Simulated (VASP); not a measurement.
Wanted: the native input for a VASP 6.6.1 run.

```yaml
Task: single point
Functional: LDA
Potentials_or_basis: VASP PAW LDA potentials, release 64 (Sr_sv, Cl)
Cutoff: 520 eV
k_mesh: 7 × 7 × 7
Occupations: fermi-dirac, width 0.05 eV
Spin: no spin polarisation
Dipole_correction: no
Further_INCAR_settings: ALGO = Normal; EDIFF = 1e-06; NBANDS = 19
```

The structure of SrCl2 lies in POSCAR:

```
SrCl2
1.0
    0.0000000000      3.4171392023      3.4171392023
    3.4171392023      0.0000000000      3.4171392023
    3.4171392023      3.4171392023      0.0000000000
Sr Cl
1 2
Direct
    0.0000000000      0.0000000000      0.0000000000
    0.7500000000      0.7500000000      0.7500000000
    0.2500000000      0.2500000000      0.2500000000
```

One way to write it, as run:

INCAR

```
SYSTEM = SrCl2
PREC = Accurate
ENCUT = 520
EDIFF = 1E-6
ISMEAR = -1
SIGMA = 0.05
LREAL = .FALSE.
LASPH = .TRUE.
NELM = 100
ALGO = Normal
ISIF = 2
LWAVE = .FALSE.
LCHARG = .TRUE.
LELF = .TRUE.
LVHAR = .TRUE.
NBANDS = 19
```

KPOINTS

```
Automatic mesh
0
G
  7 7 7
  0 0 0
```

Potentials or basis: VASP PAW LDA potentials, release 64 (Sr_sv, Cl).

Command:

```sh
$ cat potpaw_LDA.64/Sr_sv/POTCAR potpaw_LDA.64/Cl/POTCAR > POTCAR
$ mpirun -np 1 vasp_std > vasp.out
```

It gave:

```json
{"Pressure": "-0.5 GPa", "Band gap on the k mesh": "5.16 eV (least direct gap 5.34 eV)"}
```

Caveat: an odd mesh through Γ misses points on the zone boundary, where band edges can lie.

It took 27 s on 1 thread of Intel(R) Xeon(R) Platinum 8375C CPU @ 2.90GHz (Ice Lake), on a shared host, peak memory 0.18 GiB.
